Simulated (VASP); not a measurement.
Runs of VASP 6.6.1 on V. The structure is that of space group Im-3m (No. 229), or close to it. The cells are those of the table. 

| task | level | cell | k mesh | cutoff (eV) | grid for exact exchange (PRECFOCK) | share of exact exchange | screening parameter | gap on the mesh (eV) | pressure (GPa) | moment (μB) |
| --- | --- | --- | --- | --- | --- | --- | --- | --- | --- | --- |
| single point | revPBE+D3(BJ) | a = 2.674 Å, angles 109.5°, 1 atom | 12 × 12 × 12 | 520 | - | - | - | none | (a) | 0.00 |
| single point | r2SCAN+D3(BJ) | a = 2.674 Å, angles 109.5°, 1 atom | 12 × 12 × 12 | 520 | - | - | - | none | -19.1 | 0.00 |
| relaxation of cell and atoms | HSE06 | relaxed from a = 2.623 Å, angles 109.5°, 1 atom | 6 × 6 × 6 | 600 | Normal | 0.25 | 0.2079 1/Å | none | -0.1 | 0.78 |
| single point | r2SCAN+D3(BJ) | a = 2.657 Å, angles 109.5°, 1 atom | 12 × 12 × 12 | 520 | - | - | - | none | -16.7 | 0.00 |
| single point | PBEsol+D4 | a = 2.674 Å, angles 109.5°, 1 atom | 12 × 12 × 12 | 520 | - | - | - | none | (b) | 0.00 |
| single point | r2SCAN+D3(BJ) | a = 2.605 Å, angles 109.5°, 1 atom | 12 × 12 × 12 | 520 | - | - | - | none | -7.8 | 0.00 |
| single point | r2SCAN+D3(BJ) | a = 2.569 Å, angles 109.5°, 1 atom | 12 × 12 × 12 | 520 | - | - | - | none | -0.1 | 0.00 |
| single point | r2SCAN+D3(BJ) | a = 2.623 Å, angles 109.5°, 1 atom | 12 × 12 × 12 | 520 | - | - | - | none | -11.1 | 0.00 |

Alike in all rows: potentials or basis VASP PAW PBE potentials, release 64 (V_sv); spin collinear, ferromagnetic start; smearing fermi-dirac 0.05 eV.

Problem. Fill in the values left out.

Solution. (a) -24.0; (b) -21.3.

Caveats: some runs use coarse meshes; the PAW data sets were made with another functional, which shifts forces and pressure a little; the moments typed at the start vanished in this run (at least some runs); the cell stands under tension (at least some runs); the dispersion term is far too large for a dense solid, which distorts pressure and volume (at least some runs).

A gap of «none» marks levels without a gap at the run's occupations.
